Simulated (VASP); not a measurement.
# Sn12HO23 (a cell with a defect) (Cassiterite) in VASP: single point with PBE

Aim: the single point of Sn12HO23 (a cell with a defect) (Cassiterite) with PBE.

Program: VASP 6.6.1. These are calculated values, not measurements. Logs are shortened: lines on timing, memory, paths and dates and some standing lists are left out, and cuts for length are marked.

### Step 1. The cell of the first run

The cell holds a defect, 36 atoms: a = 6.701 Å, b = 6.701 Å, c = 9.559 Å, α = 90.00°, β = 90.00°, γ = 90.00°.

### Step 2. Single point, PBE

The input, INCAR:

```
SYSTEM = Sn12HO23
  PREC = Accurate
  ENCUT = 520
  EDIFF = 1E-6
  ISMEAR = -1
  SIGMA = 0.01
  LREAL = Auto
  LASPH = .TRUE.
  NELM = 100
  ALGO = Normal
  ISIF = 2
  LWAVE = .FALSE.
  LCHARG = .TRUE.
  GGA = PE
  LELF = .TRUE.
  LVHAR = .TRUE.
  NBANDS = 178
  NELECT = 306.0
```

The input, KPOINTS:

```
regular mesh
0
G
  3 3 2
  0 0 0
```

The input, POSCAR:

```
Sn12HO23
1.0
    4.7380000000      4.7380000000      0.0000000000
   -4.7380000000      4.7380000000      0.0000000000
    0.0000000000      0.0000000000      9.5595000000
Sn H O
12 1 23
Direct
   -0.0103044115      0.0000000000      0.0000000000
    0.0032487301      0.0000000000      0.3338471372
    0.0032487301      0.0000000000      0.6661528628
    0.4999948238      0.5000000000      0.0000000000
    0.4971018211      0.5000000000      0.3336222456
    0.4971018211      0.5000000000      0.6663777544
    0.5019924977      0.0000000000      0.1707658403
    0.5049232229      0.0000000000      0.5000000000
    0.5019924977      0.0000000000      0.8292341597
    0.0013050614      0.5000000000      0.1661979782
   -0.0045981306      0.5000000000      0.5000000000
    0.0013050614      0.5000000000      0.8338020218
    0.3073027949      0.0000000000      0.0000000000
    0.3076346541      0.0000000000      0.3339444426
    0.3076346541      0.0000000000      0.6660555574
    0.8047094501      0.5000000000      0.0000000000
    0.8030177226      0.5000000000      0.3302694766
    0.8030177226      0.5000000000      0.6697305234
    0.4924559758      0.3030988564      0.1648578954
    0.5019122567      0.3048926682      0.5000000000
    0.4924559758      0.3030988564      0.8351421046
    0.0088891401      0.8075087471      0.1638991962
   -0.0003597227      0.8053588463      0.5000000000
    0.0088891401      0.8075087471      0.8361008038
    0.6847675363      0.0000000000      0.0000000000
    0.6983002586      0.0000000000      0.3319700100
    0.6983002586      0.0000000000      0.6680299900
    0.1947631587      0.5000000000      0.0000000000
    0.1923772664      0.5000000000      0.3338617147
    0.1923772664      0.5000000000      0.6661382853
    0.4924559758      0.6969011436      0.1648578954
    0.5019122567      0.6951073318      0.5000000000
    0.4924559758      0.6969011436      0.8351421046
    0.0088891401      0.1924912529      0.1638991962
   -0.0003597227      0.1946411537      0.5000000000
    0.0088891401      0.1924912529      0.8361008038
```

Potentials or basis: VASP PAW PBE potentials, release 64 (Sn_d, H, O).

The run is started by

```bash
cat potpaw_PBE.64/Sn_d/POTCAR potpaw_PBE.64/H/POTCAR potpaw_PBE.64/O/POTCAR > POTCAR
mpirun -np 1 vasp_std > vasp.out
```

OUTCAR:

```text
SYSTEM = Sn12HO23
   PREC = Accurate
   ENCUT = 520
   EDIFF = 1E-6
   ISMEAR = -1
   LREAL = Auto
   LASPH = .TRUE.
   NELM = 100
   ISIF = 2
   GGA = PE
   NELECT = 306.0

 ion  position               nearest neighbor table
   1  0.990  0.000  0.000-  22 2.03  24 2.03  34 2.03  36 2.03  25 2.04  13 2.13   2 3.19   3 3.19
                             7 3.65   9 3.65  10 3.71  12 3.71  10 3.71  12 3.71
   2  0.003  0.000  0.334-  14 2.04  26 2.04  23 2.06  35 2.06  34 2.07  22 2.07   3 3.18   1 3.19
                             7 3.69   8 3.70   7 3.70  11 3.71  11 3.71  10 3.71  10 3.71   8 3.72
   3  0.003  0.000  0.666-  15 2.04  27 2.04  23 2.06  35 2.06  24 2.07  36 2.07   2 3.18   1 3.19
                             9 3.69   8 3.70   9 3.70  11 3.71  11 3.71  12 3.71  12 3.71   8 3.72
   4  0.500  0.500  0.000-  16 2.04  28 2.05  21 2.06  19 2.06  31 2.06  33 2.06   5 3.19   6 3.19
                            10 3.70  12 3.70  10 3.72  12 3.72   7 3.73   9 3.73   7 3.73   9 3.73
   5  0.497  0.500  0.334-  29 2.04  17 2.05  20 2.06  32 2.06  31 2.08  19 2.08   6 3.18   4 3.19
                            10 3.69   7 3.69   7 3.69  11 3.70   8 3.71   8 3.71  11 3.72  10 3.74
   6  0.497  0.500  0.666-  30 2.04  18 2.05  20 2.06  32 2.06  21 2.08  33 2.08   5 3.18   4 3.19
                            12 3.69   9 3.69   9 3.69  11 3.70   8 3.71   8 3.71  11 3.72  12 3.74
   7  0.502  0.000  0.171-  26 2.03  14 2.03  19 2.03  31 2.03  25 2.04  13 2.09   8 3.15   9 3.26
                             1 3.65   2 3.69   5 3.69   5 3.69   2 3.70   4 3.73   4 3.73
   8  0.505  0.000  0.500-  20 2.04  32 2.04  27 2.06  26 2.06  14 2.07  15 2.07   7 3.15   9 3.15
                             2 3.70   3 3.70   5 3.71   6 3.71   5 3.71   6 3.71   2 3.72   3 3.72
   9  0.502  0.000  0.829-  27 2.03  15 2.03  21 2.03  33 2.03  25 2.04  13 2.09   8 3.15   7 3.26
                             1 3.65   3 3.69   6 3.69   6 3.69   3 3.70   4 3.73   4 3.73
  10  0.001  0.500  0.166-  28 2.05  29 2.05  17 2.06  22 2.06  34 2.06  16 2.06  12 3.18  11 3.19
                             5 3.69   4 3.70   1 3.71   1 3.71   2 3.71   2 3.71   4 3.72   5 3.74
  11  0.995  0.500  0.500-  23 2.05  35 2.05  30 2.07  29 2.07  17 2.07  18 2.07  10 3.19  12 3.19
                             5 3.70   6 3.70   2 3.71   3 3.71   2 3.71   3 3.71   5 3.72   6 3.72
  12  0.001  0.500  0.834-  28 2.05  30 2.05  18 2.06  24 2.06  36 2.06  16 2.06  10 3.18  11 3.19
                             6 3.69   4 3.70   1 3.71   1 3.71   3 3.71   3 3.71   4 3.72   6 3.74
  13  0.307  0.000  0.000-   7 2.09   9 2.09   1 2.13
  14  0.308  0.000  0.334-   7 2.03   2 2.04   8 2.07
  15  0.308  0.000  0.666-   9 2.03   3 2.04   8 2.07
  16  0.805  0.500  0.000-   4 2.04  10 2.06  12 2.06
  17  0.803  0.500  0.330-   5 2.05  10 2.06  11 2.07
  18  0.803  0.500  0.670-   6 2.05  12 2.06  11 2.07
[... 16 lines left out ...]
  35  1.000  0.195  0.500-  11 2.05   3 2.06   2 2.06
  36  0.009  0.192  0.836-   1 2.03  12 2.06   3 2.07

  LATTYP: Found a simple tetragonal cell.
 ALAT       =     6.7005438585
 C/A-ratio  =     1.4266752374

  Lattice vectors:

 A1 = (   4.7380000000,   4.7380000000,   0.0000000000)
 A2 = (  -4.7380000000,   4.7380000000,   0.0000000000)
 A3 = (   0.0000000000,   0.0000000000,   9.5595000000)

Analysis of symmetry for initial positions (statically):
=====================================================================
 Subroutine PRICEL returns:
 Original cell was already a primitive cell.

 Routine SETGRP: Setting up the symmetry group for a
 simple tetragonal supercell.

 Subroutine GETGRP returns: Found  4 space group operations
 (whereof  4 operations were pure point group operations)
 out of a pool of 16 trial point group operations.

The static configuration has the point symmetry C_2v.

Analysis of symmetry for dynamics (positions and initial velocities):
=====================================================================
 Subroutine PRICEL returns:
 Original cell was already a primitive cell.

 Routine SETGRP: Setting up the symmetry group for a
 simple tetragonal supercell.

 Subroutine GETGRP returns: Found  4 space group operations
 (whereof  4 operations were pure point group operations)
 out of a pool of 16 trial point group operations.

The dynamic configuration has the point symmetry C_2v.

 Subroutine INISYM returns: Found  4 space group operations
 (whereof  4 operations are pure point group operations),
 and found     1 'primitive' translations

----------------------------------------------------------------------------------------

                                     Primitive cell

  volume of cell :     429.1956

  direct lattice vectors                    reciprocal lattice vectors
     4.738000000  4.738000000  0.000000000     0.105529759  0.105529759  0.000000000
[... 96 lines left out ...]
     0.000000000  0.000000000  0.052303991     0.000000000  0.000000000  0.500000000

  Length of vectors
     0.049747206  0.049747206  0.052303991

  Shift w.r.t. Gamma in fractional coordinates (k-lattice)
     0.000000000  0.000000000  0.000000000

 Subroutine IBZKPT returns following result:
 ===========================================

 Found      8 irreducible k-points:

 Following reciprocal coordinates:
            Coordinates               Weight
  0.000000  0.000000  0.000000      1.000000
  0.333333  0.000000  0.000000      2.000000
  0.000000  0.333333  0.000000      2.000000
  0.333333  0.333333  0.000000      4.000000
  0.000000  0.000000  0.500000      1.000000
  0.333333  0.000000  0.500000      2.000000
  0.000000  0.333333  0.500000      2.000000
  0.333333  0.333333  0.500000      4.000000
   k-points           NKPTS =      8   k-points in BZ     NKDIM =      8   number of bands    NBANDS=    178
   number of dos      NEDOS =    301   number of ions     NIONS =     36
   total plane-waves  NPLWV = 180000
   dimension x,y,z NGX =    50 NGY =   50 NGZ =   72
   dimension x,y,z NGXF=   100 NGYF=  100 NGZF=  144
   ions per type =              12   1  23
   NGX,Y,Z   is equivalent  to a cutoff of  12.41, 12.41, 12.52 a.u.
   NGXF,Y,Z  is equivalent  to a cutoff of  24.81, 24.81, 25.04 a.u.
 SYSTEM =  Sn12HO23
   PREC   = accura    normal or accurate (medium, high low for compatibility)
   ISTART =      0    job   : 0-new  1-cont  2-samecut
   ICHARG =      2    charge: 1-file 2-atom 10-const
   ISPIN  =      1    spin polarized calculation?
   LNONCOLLINEAR =      F non collinear calculations
   LSORBIT =      F    spin-orbit coupling
   LASPH  =      T    aspherical Exc in radial PAW
   ENCUT  =  520.0 eV  38.22 Ry    6.18 a.u.  12.46 12.46 17.77*2*pi/ulx,y,z
   NELM   =    100;   NELMIN=  2; NELMDL= -5     # of ELM steps
   EDIFF  = 0.1E-05   stopping-criterion for ELM
   LREAL  =      T    real-space projection
   EDIFFG = 0.1E-04   stopping-criterion for IOM
   NSW    =      0    number of steps for IOM
   IBRION =     -1    ionic relax: 0-MD 1-quasi-New 2-CG
   NFREE  =      0    steps in history (QN), initial steepest desc. (CG)
   ISIF   =      2    stress and relaxation
   ISYM   =      2    0-nonsym 1-usesym 2-fastsym
   POTIM  = 0.5000    time-step for ionic-motion
   TEBEG  =    0.0;   TEEND  =   0.0 temperature during run
   PSTRESS=    0.0 pullay stress
   NELECT =     306.0000    total number of electrons
   NUPDOWN=      -1.0000    fix difference up-down
   EMIN   =  10.00;   EMAX   =-10.00  energy-range for DOS
   EFERMI =   0.00;   METHOD = LEGACY
   ISMEAR =    -1;   SIGMA  =   0.01  broadening in eV -4-tet -1-fermi 0-gaus
   EFERMI_NEDOS =   21; number of points for ismear=-14 and -15
   IALGO  =     38    algorithm
   IMIX   =      4    mixing-type and parameters
     AMIX     =   0.40;   BMIX     =  1.00
     AMIX_MAG =   1.60;   BMIX_MAG =  1.00
  volume/ion in A,a.u.               =      11.92        80.45
  Fermi-wavevector in a.u.,A,eV,Ry     =   1.462503  2.763731 29.101721  2.138916
  Thomas-Fermi vector in A             =   2.578709
   LORBIT       =      0    0 simple, 1 ext, 2 COOP (PROOUT), +10 PAW based schemes
   GGA     = PE    functional components
   LHFCALC =     F    Hartree Fock is set to
   AEXX    =    0.0000 exact exchange contribution
   IVDW    =     0    specifies the selected vdW correction
   LEPSILON=     F    determine dielectric tensor
   LRPA    =     F    only Hartree local field effects (RPA)
 non-spin polarized calculation
  energy-cutoff  :      520.00
  volume of cell :      429.20
 maximum number of plane-waves:     11628
 NGX is ok and might be reduce to    50
   NGX = 25   NGY = 25   NGZ = 35

 number of electron     306.0000034 magnetization

 Free energy of the ion-electron system (eV)
  ---------------------------------------------------
  ext. energy  EPLUGINS =         0.00000000
  ---------------------------------------------------
  free energy    TOTEN  =      -225.60614678 eV

  energy without entropy =     -225.60614678  energy(sigma->0) =     -225.60614678

 E-fermi :   6.3022     XC(G=0): -11.1610

 val. band max:        6.0070659522   @ k =   0.0000   0.0000   0.0000
 cond. band min:       7.8090088191   @ k =   0.0000   0.0000   0.0000
 fundamental gap:      1.8019428669
 Fermi energy:         6.3021641562

 k-point     1 :       0.0000    0.0000    0.0000
  band No.  band energies     occupation
      1     -15.1375      2.00000
      2     -14.8940      2.00000
      3     -14.8421      2.00000
      4     -14.8403      2.00000
      5     -14.7819      2.00000
      6     -14.7483      2.00000
[... 1333 lines left out ...]
    164      12.2295      0.00000
    165      12.4172      0.00000
 [bands above 165 left out]

------------------------ aborting loop because EDIFF is reached ----------------------------------------

  FORCE on cell =-STRESS in cart. coord.  units (eV):
  Direction    XX          YY          ZZ          XY          YZ          ZX
  --------------------------------------------------------------------------------------
  -------------------------------------------------------------------------------------
  Total       13.5928567     13.5928567     21.6623775      0.5095048      0.0000000      0.0000000
  in kB       50.7418192     50.7418192     80.8651535      1.9019694      0.0000000      0.0000000
  external PRESSURE =      60.7829306 kB  Pullay stress =       0.0000000 kB

 VOLUME and BASIS-vectors are now :
 -----------------------------------------------------------------------------
  energy-cutoff  :      520.00
  volume of cell :      429.20
      direct lattice vectors                 reciprocal lattice vectors
     4.738000000  4.738000000  0.000000000     0.105529759  0.105529759  0.000000000
    -4.738000000  4.738000000  0.000000000    -0.105529759  0.105529759  0.000000000
     0.000000000  0.000000000  9.559500000     0.000000000  0.000000000  0.104607982

 POSITION                                       TOTAL-FORCE (eV/Angst)
 -----------------------------------------------------------------------------------
      4.68918      4.68918      0.00000         0.025129      0.025129      0.000000
      0.01539      0.01539      3.19141        -0.004221     -0.004221      0.009163
      0.01539      0.01539      6.36809        -0.004221     -0.004221     -0.009163
     -0.00002      4.73798      0.00000        -0.005630     -0.005630      0.000000
     -0.01373      4.72427      3.18926         0.000573      0.000573      0.000264
     -0.01373      4.72427      6.37024         0.000573      0.000573     -0.000264
[... 28 lines left out ...]
      3.81409      5.65851      4.77975        -0.022464      0.013099      0.000000
     -0.86991      0.95414      7.99271        -0.009452      0.014282     -0.002269
 -----------------------------------------------------------------------------------
    total drift:                                0.038724      0.038724      0.000009

  FREE ENERGIE OF THE ION-ELECTRON SYSTEM (eV)
  ---------------------------------------------------
  free  energy   TOTEN  =      -225.6061467810 eV

  energy  without entropy=     -225.6061467810  energy(sigma->0) =     -225.60614678
```

Wall time 9.8 min (1 thread of Intel Xeon 6975P-C (Granite Rapids), shared host); peak memory 0.66 GiB.

Results:

```yaml
Free_energy: -225.6061 eV
Largest_force: 0.036 eV/Å
```

Forces on the atoms (eV/Å):
```
Sn   0.025  0.025  0.000
Sn  -0.004 -0.004  0.009
Sn  -0.004 -0.004 -0.009
Sn  -0.006 -0.006  0.000
Sn   0.001  0.001  0.000
Sn   0.001  0.001  0.000
Sn  -0.015 -0.015 -0.011
Sn   0.022  0.022  0.000
Sn  -0.015 -0.015  0.011
Sn   0.012  0.012  0.008
Sn  -0.003 -0.003  0.000
Sn   0.012  0.012 -0.008
H    0.002  0.002  0.000
O   -0.019 -0.019 -0.007
O   -0.019 -0.019  0.007
O   -0.019 -0.019  0.000
O   -0.012 -0.012 -0.003
O   -0.012 -0.012  0.003
O    0.002 -0.004 -0.007
O    0.011 -0.012  0.000
O    0.002 -0.004  0.007
O    0.014 -0.009  0.002
O    0.013 -0.022  0.000
O    0.014 -0.009 -0.002
O   -0.007 -0.007  0.000
O    0.020  0.020  0.011
O    0.020  0.020 -0.011
O    0.008  0.008  0.000
O    0.009  0.009 -0.002
O    0.009  0.009  0.002
O   -0.004  0.002 -0.007
O   -0.012  0.011  0.000
O   -0.004  0.002  0.007
O   -0.009  0.014  0.002
O   -0.022  0.013  0.000
O   -0.009  0.014 -0.002
```

Levels at points of the mesh, in eV from the Fermi level:
```tsv
k point	band 151	band 152	band 153	band 154	band 155	band 156
(0.00, 0.00, 0.00)	-0.98	-0.96	-0.30	1.51	2.93	3.22
(0.00, 0.00, 0.50)	-0.94	-0.58	-0.43	1.96	2.95	3.31
```

Caveat: the cell carries a net charge on a neutralising background, which shifts energy and pressure; the cell is charged against a uniform background, so pressure and absolute levels hang on convention; spin-orbit coupling is left out, which moves the levels of the heavy elements.
